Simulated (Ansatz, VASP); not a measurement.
## TePb: VASP beside Ansatz

```
Te Pb
1.0
     4.00229    0.00000    0.00000
     0.00000    4.00229    0.00000
     0.00000    0.00000    4.00229
Te Pb
1 1
Direct
  0.50000 0.50000 0.50000
  0.00000 0.00000 0.00000
```

Alike in both runs: task relaxation of cell and atoms; functional PBE; dispersion D3(BJ); k mesh 10 × 10 × 10; occupations gaussian, width 0.1 eV; no spin polarisation.

|  | VASP | Ansatz |
| --- | --- | --- |
| version | VASP 6.6.1 | Ansatz 0.2.0 |
| potentials or method | VASP PAW PBE potentials, release 64 (Te, Pb_d), cutoff 600 eV | scalar-relativistic, plane waves, PAW |
| valence electrons in the cell | 20 | 30 |

|  | VASP | Ansatz | Ansatz less VASP |
| --- | --- | --- | --- |
| gap on the k mesh at the Fermi level, each at its own relaxed structure (eV) | none | none | - |
| relaxed volume (Å³/atom) | 30.28 | 30.27 | -0.007 |
| relaxed cell length with the largest relative difference (Å) | 3.927 | 3.927 | -0.0003 |

A gap of «none» marks a metal or a gap that the smearing closes. VASP's potentials hold 20 valence electrons a cell and Ansatz's 30, so a difference there can come from the potentials and not from the codes. Ansatz's warnings: dispersion switch in reach, relaxed geometry near dispersion switch.

Spin-orbit coupling is off throughout.
